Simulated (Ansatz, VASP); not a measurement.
**One calculation of Mo3W, two programs**

The input INCAR:

```
SYSTEM = Mo3W
ALGO = Normal
EDIFF = 1E-7
EDIFFG = -0.01
ENCUT = 500
GGA = PE
GGA_COMPAT = .False.
IBRION = 2
ISIF = 3
ISMEAR = 0
LASPH = .True.
LCHARG = .False.
LREAL = .False.
LWAVE = .False.
NELM = 120
NELMIN = 4
NSW = 100
PREC = Accurate
SIGMA = 0.1
```

File KPOINTS:

```
k-points
0
Gamma
  14 14 8
  0 0 0
```

POSCAR

```
Mo3W
1.0
    3.1579268360      0.0000000000      0.0000000000
    0.0000000000      3.1579268360      0.0000000000
    0.0000000000      0.0000000000      6.3705995786
Mo W
3 1
Direct
    0.0000000000      0.0000000000      0.7503554476
    0.5000000000      0.5000000000      0.0000000000
    0.0000000000      0.0000000000      0.2496445524
    0.5000000000      0.5000000000      0.5000000000
```

Input for Ansatz:

```yaml
crystal:
  lattice:
    - [3.157926836, 0.0, 0.0]
    - [0.0, 3.157926836, 0.0]
    - [0.0, 0.0, 6.3705995786]
  atoms:
    - { symbol: Mo, position: [0.0, 0.0, 0.7503554476] }
    - { symbol: Mo, position: [0.5, 0.5, 0.0] }
    - { symbol: Mo, position: [0.0, 0.0, 0.2496445524] }
    - { symbol: W, position: [0.5, 0.5, 0.5] }
basis:
  ecutwfc: 420
kpoints:
  mp_grid: { grid: [14, 14, 8] }
hamiltonian:
  xc: pbe
scf:
  occupations: { method: gaussian, width: 0.1 }
output:
  forces: true
  stress: true
  eigenvalues: true
  write_density: true
  write_potential: true
  elf: true
  volumetric_format: npy
relax:
  adjacent_minimum: "off"
  f_tol: 0.01
  max_steps: 80
  cell: { stress_tol: 0.05 }
```

Alike in both runs: task relaxation of cell and atoms; functional PBE; k mesh 14 × 14 × 8; occupations gaussian, width 0.1 eV; no spin polarisation.

```csv
,VASP,Ansatz
version,VASP 6.6.1,Ansatz 0.2.0
potentials or method,"VASP PAW PBE potentials, release 64 (Mo_sv, W_sv), cutoff 500 eV","scalar-relativistic, plane waves, PAW"
valence electrons in the cell,56,56
```

|  | VASP | Ansatz | Ansatz less VASP |
| --- | --- | --- | --- |
| gap on the k mesh at the Fermi level, each at its own relaxed structure (eV) | none | none | - |
| relaxed volume (Å³/atom) | 15.91 | 15.88 | -0.029 |
| relaxed length of the cell vector where the two differ most in proportion (Å) | 6.341 | 6.337 | -0.0040 |

A gap of «none» marks a metal or a gap that the smearing closes.

Neither program's run includes spin-orbit coupling.
